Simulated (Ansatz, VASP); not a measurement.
**Two plane-wave programs on Sr**

```
Sr
1.0
     0.00000    3.10969    3.10969
     3.10969    0.00000    3.10969
     3.10969    3.10969    0.00000
Sr
1
Direct
  0.00000 0.00000 0.00000
```

Alike in both runs: task single point; functional r2SCAN; k mesh 12 × 12 × 12; occupations gaussian, width 0.1 eV; no spin polarisation.

|  | VASP | Ansatz |
| --- | --- | --- |
| version | VASP 6.6.1 | Ansatz 0.2.0 |
| potentials or method | VASP PAW PBE potentials, release 64 (Sr_sv), cutoff 520 eV | scalar-relativistic, plane waves, PAW |
| valence electrons in the cell | 10 | 10 |

```csv
,VASP,Ansatz,Ansatz less VASP
gap on the k mesh at the Fermi level (eV),none,none,-
pressure (GPa),-0.6,-0.6,-0.01
```

VASP's potentials were made for PBE, not for r2SCAN. A gap of «none» marks a metal or a gap that the smearing closes. With one functional, cell and mesh, what is left measures potentials, basis and numerics.
